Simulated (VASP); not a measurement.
The system is SnTe.

```
Te Sn
1.0
     0.00000    3.08653    3.08653
     3.08653    0.00000    3.08653
     3.08653    3.08653    0.00000
Te Sn
1 1
Direct
  0.50000 0.50000 0.50000
  0.00000 0.00000 0.00000
```

Base run:

| Quantity | Value |
| --- | --- |
| Program | VASP 6.6.1 |
| Functional | RPBE |
| Dispersion | D4 |
| Potentials or basis | VASP PAW PBE potentials, release 64 (Te, Sn_d) |
| Cutoff | 520 eV |
| k mesh | 7 × 7 × 7 |
| Occupations | fermi-dirac, width 0.05 eV |
| Spin | no spin polarisation |

Its results: pressure 2.4 GPa.

**Question.** After a change of settings the same cell gave: pressure 5.5 GPa. Which change was it?
A. functional from RPBE to BLYP; further incar settings from ALGO = Normal; EDIFF = 1e-06; NBANDS = 17 to ALGO = Normal; EDIFF = 1e-07; NBANDS = 17
B. functional from RPBE to revPBE; dispersion from D4 to D3(BJ)
C. functional from RPBE to SVWN5; dispersion from D4 to none
D. functional from RPBE to PBE exchange alone; dispersion from D4 to none

**Answer.** A.

Caveats: the PAW data sets were made with another functional, which shifts forces and pressure a little.
